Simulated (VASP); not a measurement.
Write the native input for VASP 6.6.1 that does the following.

```yaml
Task: single point
Functional: PBE
Potentials_or_basis: VASP PAW PBE potentials, release 64 (Zn, Re_sv_GW)
Cutoff: 560 eV
k_mesh: 6 × 6 × 6
Occupations: gaussian, width 0.1 eV
Spin: no spin polarisation
Dipole_correction: no
Further_INCAR_settings: ALGO = Normal; EDIFF = 1e-06; NBANDS = 51
```

The structure of ZnRe2 lies in POSCAR:

```
ZnRe2
1.0
   -2.5043205618      2.5043205618      3.9303079201
    2.5043205618     -2.5043205618      3.9303079201
    2.5043205618      2.5043205618     -3.9303079201
Zn Re
2 4
Direct
    0.0000000000      0.0000000000      0.0000000000
    0.7500000000      0.2500000000      0.5000000000
    0.3487298566      0.3487298566      0.0000000000
    1.0987298566      0.5987298566      0.5000000000
    0.4012701434     -0.0987298566      0.5000000000
    0.6512701434      0.6512701434      0.0000000000
```

These files were run (other wordings do the same):

INCAR

```
ALGO = Normal
EDIFF = 1E-6
ENCUT = 560
GGA = PE
GGA_COMPAT = False
ISIF = 2
ISMEAR = 0
LASPH = True
LCHARG = True
LELF = True
LREAL = False
LVHAR = True
LWAVE = False
NBANDS = 51
NELM = 120
PREC = Accurate
SIGMA = 0.1
```

KPOINTS

```
k-points
0
Gamma
  6 6 6
```

Potentials or basis: VASP PAW PBE potentials, release 64 (Zn, Re_sv_GW).

The run is started by

```console
$ cat potpaw_PBE.64/Zn/POTCAR potpaw_PBE.64/Re_sv_GW/POTCAR > POTCAR
$ mpirun -np 1 vasp_std > vasp.out
```

Results of the run:

- Pressure: -0.6 GPa
- Largest force: 0.006 eV/Å
- Band gap on the k mesh: zero (bands 42 and 43 overlap by 0.41 eV)

Caveat: spin-orbit coupling is left out, which moves the levels of the heavy elements.

Run time: 3 min on 1 thread of Intel(R) Xeon(R) Platinum 8559C (Emerald Rapids), with other jobs on the host, peak memory 0.33 GiB.
